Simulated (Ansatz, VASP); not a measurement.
# Two plane-wave programs on PbF2

The input INCAR:

```
SYSTEM = PbF2
  PREC = Accurate
  ENCUT = 520
  EDIFF = 1E-6
  ISMEAR = 0
  SIGMA = 0.01
  LREAL = .False.
  LASPH = .True.
  NELM = 150
  ALGO = Normal
  ISIF = 2
  LWAVE = .False.
  LCHARG = .False.
  MAGMOM = 0 0 0 0 0 0 0 0 0
  LORBIT = 11
  LSORBIT = .True.
  GGA_COMPAT = .False.
  LORBMOM = .True.
  GGA = PE
  NBANDS = 41
```

File KPOINTS:

```
regular mesh
0
Gamma
  8 8 8
  0 0 0
```

File POSCAR:

```
PbF2
1.0
    0.0000000000      2.9989697818      2.9989697818
    2.9989697818      0.0000000000      2.9989697818
    2.9989697818      2.9989697818      0.0000000000
Pb F
1 2
Direct
    0.0000000000      0.0000000000      0.0000000000
    0.2500000000      0.2500000000      0.2500000000
    0.7500000000      0.7500000000      0.7500000000
```

Input for Ansatz:

```yaml
crystal:
  lattice:
    - [0.0, 2.9989697818, 2.9989697818]
    - [2.9989697818, 0.0, 2.9989697818]
    - [2.9989697818, 2.9989697818, 0.0]
  atoms:
    - { symbol: Pb, position: [0.0, 0.0, 0.0] }
    - { symbol: F, position: [0.25, 0.25, 0.25] }
    - { symbol: F, position: [0.75, 0.75, 0.75] }
basis:
  ecutwfc: "700 eV"
  ecutrho_ratio: 4
kpoints:
  mp_grid: { grid: [8, 8, 8] }
hamiltonian:
  xc: pbe
scf:
  occupations: { method: gaussian, width: 0.01 }
  algorithm: density_mixing
output:
  forces: true
  stress: true
magnetization:
  noncollinear: true
  spin_orbit: true
```

Alike in both runs: task single point; functional PBE; k mesh 8 × 8 × 8; occupations gaussian, width 0.01 eV; non-collinear spin, spin-orbit coupling.

|  | VASP | Ansatz |
| --- | --- | --- |
| version | VASP 6.6.1 | Ansatz 0.2.0 |
| potentials or method | VASP PAW PBE potentials, release 64 (Pb_d, F), cutoff 520 eV | plane waves, PAW |
| valence electrons in the cell | 28 | 28 |

Ansatz gave:

| Item | Value |
| --- | --- |
| pressure (GPa) | 0.0 |
| net moment per atom (μB) | 0.00 |

Q: Estimate VASP's values.

A: Pressure (GPa): -0.2; net moment per atom (μB): 0.00.

The functional is the same, so the differences come from potentials, cutoffs and numerics.
